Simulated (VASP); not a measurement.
# MgO (Fm-3m) in VASP: notebook

The runs below take MgO through single point, with r2SCAN.

Program: VASP 6.6.1. These are calculated values, not measurements. Logs are shortened: lines on timing, memory, paths and dates and some standing lists are left out, and cuts for length are marked.

## Step 1: The cell of the first run

It takes space group Fm-3m (No. 225, cubic). Conventional cell: a = 4.108 Å, b = 4.108 Å, c = 4.108 Å, α = 90.00°, β = 90.00°, γ = 90.00°. Within 2.7 Å of Mg (site symmetry m-3m) lie 6 O at 2.05 Å. Within 2.7 Å of O (site symmetry m-3m) lie 6 Mg at 2.05 Å.

## Step 2: Single point, r2SCAN

Contents of POSCAR:

```
MgO
1.0
    0.0000000000      2.0541934342      2.0541934342
    2.0541934342      0.0000000000      2.0541934342
    2.0541934342      2.0541934342      0.0000000000
Mg O
1 1
Direct
    0.0000000000      0.0000000000      0.0000000000
    0.5000000000      0.5000000000      0.5000000000
```

Contents of INCAR.step1:

```
PREC = Accurate
ENCUT = 520
ISMEAR = -1
SIGMA = 0.05
LREAL = False
LASPH = True
NELM = 60
NBANDS = 11
GGA = PE
ALGO = Normal
EDIFF = 1E-4
LWAVE = True
LCHARG = False
```

Contents of INCAR.step2:

```
PREC = Accurate
ENCUT = 520
EDIFF = 1E-7
ISMEAR = -1
SIGMA = 0.05
LREAL = False
LASPH = True
NELM = 60
ALGO = Normal
ISIF = 2
LWAVE = False
LCHARG = True
METAGGA = R2SCAN
LMIXTAU = True
LELF = True
LVHAR = True
NBANDS = 11
ISTART = 1
```

Contents of KPOINTS:

```
regular mesh
0
Gamma
  11 11 11
```

Potentials or basis: VASP PAW PBE potentials, release 64 (Mg, O).

Started as:

```bash
> cat potpaw_PBE.64/Mg/POTCAR potpaw_PBE.64/O/POTCAR > POTCAR
> cp INCAR.step1 INCAR
> mpirun -np 1 vasp_std > vasp.out
> cp INCAR.step2 INCAR
> mpirun -np 1 vasp_std > vasp.out
```

OUTCAR:

```text
PREC = Accurate
   ENCUT = 520
   EDIFF = 1E-7
   ISMEAR = -1
   LREAL = False
   LASPH = True
   NELM = 60
   ISIF = 2
   METAGGA = R2SCAN
   ISTART = 1

 ion  position               nearest neighbor table
   1  0.000  0.000  0.000-   2 2.05   2 2.05   2 2.05   2 2.05   2 2.05   2 2.05
   2  0.500  0.500  0.500-   1 2.05   1 2.05   1 2.05   1 2.05   1 2.05   1 2.05

  LATTYP: Found a face centered cubic cell.
 ALAT       =     4.1083868684

  Lattice vectors:

 A1 = (   0.0000000000,   2.0541934342,   2.0541934342)
 A2 = (   2.0541934342,   0.0000000000,   2.0541934342)
 A3 = (   2.0541934342,   2.0541934342,   0.0000000000)

Analysis of symmetry for initial positions (statically):
=====================================================================
 Subroutine PRICEL returns:
 Original cell was already a primitive cell.

 Routine SETGRP: Setting up the symmetry group for a
 face centered cubic supercell.

 Subroutine GETGRP returns: Found 48 space group operations
 (whereof 48 operations were pure point group operations)
 out of a pool of 48 trial point group operations.

The static configuration has the point symmetry O_h .

Analysis of symmetry for dynamics (positions and initial velocities):
=====================================================================
 Subroutine PRICEL returns:
 Original cell was already a primitive cell.

 Routine SETGRP: Setting up the symmetry group for a
 face centered cubic supercell.

 Subroutine GETGRP returns: Found 48 space group operations
 (whereof 48 operations were pure point group operations)
 out of a pool of 48 trial point group operations.

The dynamic configuration has the point symmetry O_h .

 Subroutine INISYM returns: Found 48 space group operations
 (whereof 48 operations are pure point group operations),
 and found     1 'primitive' translations

----------------------------------------------------------------------------------------

                                     Primitive cell

  volume of cell :      17.3362

  direct lattice vectors                    reciprocal lattice vectors
     0.000000000  2.054193434  2.054193434    -0.243404536  0.243404536  0.243404536
     2.054193434  0.000000000  2.054193434     0.243404536 -0.243404536  0.243404536
     2.054193434  2.054193434  0.000000000     0.243404536  0.243404536 -0.243404536

  length of vectors
     2.905068214  2.905068214  2.905068214     0.421589023  0.421589023  0.421589023

  position of ions in fractional coordinates (direct lattice)
     0.000000000  0.000000000  0.000000000
     0.500000000  0.500000000  0.500000000

  ion indices of the primitive-cell ions
   primitive index   ion index
                 1           1
                 2           2

----------------------------------------------------------------------------------------

 KPOINTS: regular mesh

Automatic generation of k-mesh.
 Grid dimensions read from file:
 generate k-points for:   11   11   11

 Generating k-lattice:

  Cartesian coordinates                     Fractional coordinates (reciprocal lattice)
    -0.022127685  0.022127685  0.022127685     0.090909091  0.000000000  0.000000000
     0.022127685 -0.022127685  0.022127685     0.000000000  0.090909091  0.000000000
     0.022127685  0.022127685 -0.022127685     0.000000000  0.000000000  0.090909091

  Length of vectors
     0.038326275  0.038326275  0.038326275

  Shift w.r.t. Gamma in fractional coordinates (k-lattice)
     0.000000000  0.000000000  0.000000000

 Subroutine IBZKPT returns following result:
 ===========================================

 Found     56 irreducible k-points:

 Following reciprocal coordinates:
            Coordinates               Weight
  0.000000  0.000000  0.000000      1.000000
  0.090909  0.000000  0.000000      8.000000
  0.181818  0.000000  0.000000      8.000000
  0.272727  0.000000  0.000000      8.000000
  0.363636  0.000000  0.000000      8.000000
  0.454545  0.000000  0.000000      8.000000
[... 16 lines left out ...]
 -0.272727  0.181818  0.000000     24.000000
 -0.181818  0.181818  0.000000     12.000000
 [... further k-points ...]
   k-points           NKPTS =     56   k-points in BZ     NKDIM =     56   number of bands    NBANDS=     11
   number of dos      NEDOS =    301   number of ions     NIONS =      2
   total plane-waves  NPLWV =  13824
   dimension x,y,z NGX =    24 NGY =   24 NGZ =   24
   dimension x,y,z NGXF=    48 NGYF=   48 NGZF=   48
   ions per type =               1   1
   NGX,Y,Z   is equivalent  to a cutoff of  13.73, 13.73, 13.73 a.u.
   NGXF,Y,Z  is equivalent  to a cutoff of  27.47, 27.47, 27.47 a.u.
 SYSTEM =  unknown system
   PREC   = accura    normal or accurate (medium, high low for compatibility)
   ISTART =      1    job   : 0-new  1-cont  2-samecut
   ICHARG =      0    charge: 1-file 2-atom 10-const
   ISPIN  =      1    spin polarized calculation?
   LNONCOLLINEAR =      F non collinear calculations
   LSORBIT =      F    spin-orbit coupling
   LASPH  =      T    aspherical Exc in radial PAW
   ENCUT  =  520.0 eV  38.22 Ry    6.18 a.u.   5.40  5.40  5.40*2*pi/ulx,y,z
   NELM   =     60;   NELMIN=  2; NELMDL=  0     # of ELM steps
   EDIFF  = 0.1E-06   stopping-criterion for ELM
   LREAL  =      F    real-space projection
   EDIFFG = 0.1E-05   stopping-criterion for IOM
   NSW    =      0    number of steps for IOM
   IBRION =     -1    ionic relax: 0-MD 1-quasi-New 2-CG
   NFREE  =      0    steps in history (QN), initial steepest desc. (CG)
   ISIF   =      2    stress and relaxation
   ISYM   =      2    0-nonsym 1-usesym 2-fastsym
   POTIM  = 0.5000    time-step for ionic-motion
   TEBEG  =    0.0;   TEEND  =   0.0 temperature during run
   PSTRESS=    0.0 pullay stress
   NELECT =       8.0000    total number of electrons
   NUPDOWN=      -1.0000    fix difference up-down
   EMIN   =  10.00;   EMAX   =-10.00  energy-range for DOS
   EFERMI =   0.00;   METHOD = LEGACY
   ISMEAR =    -1;   SIGMA  =   0.05  broadening in eV -4-tet -1-fermi 0-gaus
   EFERMI_NEDOS =   21; number of points for ismear=-14 and -15
   IALGO  =     38    algorithm
   IMIX   =      4    mixing-type and parameters
     AMIX     =   0.40;   BMIX     =  1.00
     AMIX_MAG =   1.60;   BMIX_MAG =  1.00
  volume/ion in A,a.u.               =       8.67        58.50
  Fermi-wavevector in a.u.,A,eV,Ry     =   1.265086  2.390666 21.775354  1.600443
  Thomas-Fermi vector in A             =   2.398358
   LORBIT       =      0    0 simple, 1 ext, 2 COOP (PROOUT), +10 PAW based schemes
   METAGGA = R2SCAN    functional components
   LHFCALC =     F    Hartree Fock is set to
   AEXX    =    0.0000 exact exchange contribution
   IVDW    =     0    specifies the selected vdW correction
   LEPSILON=     F    determine dielectric tensor
   LRPA    =     F    only Hartree local field effects (RPA)
 non-spin polarized calculation
  energy-cutoff  :      520.00
  volume of cell :       17.34
 maximum number of plane-waves:       487
 NGX is ok and might be reduce to    24
   NGX = 11   NGY = 11   NGZ = 11

 number of electron       7.9999997 magnetization

 Free energy of the ion-electron system (eV)
  ---------------------------------------------------
  ext. energy  EPLUGINS =         0.00000000
  ---------------------------------------------------
  free energy    TOTEN  =       -16.11940474 eV

  energy without entropy =      -16.11940474  energy(sigma->0) =      -16.11940474

 E-fermi :   4.2895     XC(G=0): -11.9852

 val. band max:        3.3484001191   @ k =   0.0000   0.0000   0.0000
 cond. band min:       9.7454648737   @ k =   0.0000   0.0000   0.0000
 fundamental gap:      6.3970647546
 Fermi energy:         4.2895306357

 k-point     1 :       0.0000    0.0000    0.0000
  band No.  band energies     occupation
      1     -15.2509      2.00000
      2       3.3484      2.00000
      3       3.3484      2.00000
      4       3.3484      2.00000
      5       9.7455      0.00000
      6      20.6206      0.00000
      7      20.6206      0.00000
      8      20.6206      0.00000
      9      24.9861      0.00000
     10      26.8385      0.00000
     11      26.8385      0.00000

 k-point     2 :       0.0909    0.0000    0.0000
  band No.  band energies     occupation
      1     -15.1534      2.00000
      2       2.8019      2.00000
      3       3.2826      2.00000
      4       3.2826      2.00000
      5      10.2614      0.00000
      6      19.5189      0.00000
      7      20.8557      0.00000
      8      20.8557      0.00000
      9      26.3016      0.00000
     10      26.3016      0.00000
     11      26.5681      0.00000

 k-point     3 :       0.1818    0.0000    0.0000
  band No.  band energies     occupation
      1     -14.8794      2.00000
      2       1.5772      2.00000
      3       3.1112      2.00000
      4       3.1113      2.00000
      5      11.3420      0.00000
      6      18.0837      0.00000
      7      21.4058      0.00000
      8      21.4059      0.00000
      9      25.6184      0.00000
     10      25.6184      0.00000
     11      28.2943      0.00000

 k-point     4 :       0.2727    0.0000    0.0000
  band No.  band energies     occupation
      1     -14.4909      2.00000
      2       0.2322      2.00000
      3       2.8968      2.00000
      4       2.8968      2.00000
      5      12.2599      0.00000
      6      17.4102      0.00000
      7      21.7828      0.00000
      8      21.7828      0.00000
      9      25.7684      0.00000
     10      25.7684      0.00000
     11      27.9868      0.00000

 k-point     5 :       0.3636    0.0000    0.0000
  band No.  band energies     occupation
      1     -14.0977      2.00000
      2      -0.8849      2.00000
      3       2.7086      2.00000
      4       2.7086      2.00000
      5      12.6254      0.00000
      6      17.5893      0.00000
      7      21.7322      0.00000
      8      21.7322      0.00000
      9      26.9033      0.00000
     10      26.9033      0.00000
     11      27.3638      0.00000
[... 211 lines left out ...]
 k-point    21 :      -0.4545    0.1818    0.0000
  band No.  band energies     occupation
      1     -13.6894      2.00000
      2      -1.1355      2.00000
      3       1.5295      2.00000
      4       2.3810      2.00000
      5      14.0267      0.00000
      6      17.5739      0.00000
      7      19.3074      0.00000
      8      22.4938      0.00000
      9      25.7253      0.00000
     10      28.8479      0.00000
     11      30.8318      0.00000

 k-point    22 :      -0.3636    0.1818    0.0000
  band No.  band energies     occupation
      1     -13.7652      2.00000
      2      -0.9500      2.00000
      3       1.4567      2.00000
      4       2.4994      2.00000
      5      14.0954      0.00000
      6      17.3904      0.00000
      7      19.5016      0.00000
      8      22.5335      0.00000
      9      26.5567      0.00000
     10      26.9086      0.00000
     11      30.8021      0.00000

 k-point    23 :      -0.2727    0.1818    0.0000
  band No.  band energies     occupation
      1     -14.0296      2.00000
      2      -0.3836      2.00000
      3       1.6506      2.00000
      4       2.6923      2.00000
      5      13.9154      0.00000
      6      16.8226      0.00000
      7      20.0806      0.00000
      8      22.8268      0.00000
      9      24.8117      0.00000
     10      27.0851      0.00000
     11      30.9854      0.00000

 k-point    24 :      -0.1818    0.1818    0.0000
  band No.  band energies     occupation
      1     -14.3753      2.00000
      2       0.3400      2.00000
      3       2.1269      2.00000
      4       2.9036      2.00000
      5      13.1041      0.00000
      6      16.8283      0.00000
      7      20.8458      0.00000
      8      23.0218      0.00000
      9      23.5011      0.00000
     10      26.8739      0.00000
     11      30.7969      0.00000

 [... further k-points ...]

------------------------ aborting loop because EDIFF is reached ----------------------------------------

  FORCE on cell =-STRESS in cart. coord.  units (eV):
  Direction    XX          YY          ZZ          XY          YZ          ZX
  --------------------------------------------------------------------------------------
  -------------------------------------------------------------------------------------
  Total        1.3161687      1.3161687      1.3161687      0.0000000     -0.0000000      0.0000000
  in kB      121.6376814    121.6376814    121.6376814      0.0000000     -0.0000000      0.0000000
  external PRESSURE =     121.6376814 kB  Pullay stress =       0.0000000 kB

 VOLUME and BASIS-vectors are now :
 -----------------------------------------------------------------------------
  energy-cutoff  :      520.00
  volume of cell :       17.34
      direct lattice vectors                 reciprocal lattice vectors
     0.000000000  2.054193434  2.054193434    -0.243404536  0.243404536  0.243404536
     2.054193434  0.000000000  2.054193434     0.243404536 -0.243404536  0.243404536
     2.054193434  2.054193434  0.000000000     0.243404536  0.243404536 -0.243404536

 POSITION                                       TOTAL-FORCE (eV/Angst)
 -----------------------------------------------------------------------------------
      0.00000      0.00000      0.00000        -0.000000     -0.000000      0.000000
      2.05419      2.05419      2.05419         0.000000      0.000000     -0.000000
 -----------------------------------------------------------------------------------
    total drift:                               -0.000000     -0.000000      0.000000

  FREE ENERGIE OF THE ION-ELECTRON SYSTEM (eV)
  ---------------------------------------------------
  free  energy   TOTEN  =       -16.1194047446 eV

  energy  without entropy=      -16.1194047445  energy(sigma->0) =      -16.11940474
```

It took 18 s on 1 thread of Intel Xeon 6975P-C (Granite Rapids), shared host; peak memory 0.14 GiB.

What came out:

* Free energy: -16.1194 eV
* Pressure: 12.2 GPa
* Band gap on the k mesh: 6.40 eV, direct

Caveat: the PAW data sets were made with another functional, which shifts forces and pressure a little. r2SCAN opens gaps a little over a GGA but as a rule still falls short of measured ones.

## Step 3: Single point, r2SCAN

This run uses another cell than the first one, of 8.85 Å³/atom, 1.021 times its volume.

Contents of POSCAR:

```
MgO
1.0
    0.0000000000      2.0686600618      2.0686600618
    2.0686600618      0.0000000000      2.0686600618
    2.0686600618      2.0686600618      0.0000000000
Mg O
1 1
Direct
    0.0000000000      0.0000000000      0.0000000000
    0.5000000000      0.5000000000      0.5000000000
```

Contents of INCAR.step1:

```
SYSTEM = MgO
PREC = Accurate ; ENCUT = 520
ISMEAR = -1 ; SIGMA = 0.05
LREAL = .False. ; LASPH = .True.
NELM = 60 ; NBANDS = 11
GGA = PE ; ALGO = Normal
EDIFF = 1E-4 ; LWAVE = .True.
LCHARG = .False.
```

Contents of INCAR.step2:

```
SYSTEM = MgO
PREC = Accurate ; ENCUT = 520
EDIFF = 1E-6 ; ISMEAR = -1
SIGMA = 0.05 ; LREAL = .False.
LASPH = .True. ; NELM = 60
ALGO = Normal ; ISIF = 2
LWAVE = .False. ; LCHARG = .True.
METAGGA = R2SCAN ; LMIXTAU = .True.
LELF = .True. ; LVHAR = .True.
NBANDS = 11 ; ISTART = 1
```

Contents of KPOINTS:

```
Automatic mesh
0
Gamma
  11 11 11
  0 0 0
```

Potentials or basis: VASP PAW PBE potentials, release 64 (Mg, O).

Started as:

```bash
> cat potpaw_PBE.64/Mg/POTCAR potpaw_PBE.64/O/POTCAR > POTCAR
> cp INCAR.step1 INCAR
> mpirun -np 1 vasp_std > vasp.out
> cp INCAR.step2 INCAR
> mpirun -np 1 vasp_std > vasp.out
```

Wall time 16 s (1 thread of Intel Xeon 6975P-C (Granite Rapids), shared host); peak memory 0.15 GiB.

It converged, with:

```yaml
Free_energy: -16.1428 eV
Pressure: 7.7 GPa
Band_gap_on_the_k_mesh: 6.17 eV, direct
```

Levels at points of the mesh, in eV from the valence-band top:
```tsv
k point	band 1	band 2	band 3	band 4	band 5	band 6	band 7	band 8
(0.00, 0.00, 0.00)	-18.48	0.00	0.00	0.00	6.17	17.15	17.15	17.15
```

Caveat: the PAW data sets were made with another functional, which shifts forces and pressure a little. r2SCAN opens gaps a little over a GGA but as a rule still falls short of measured ones.
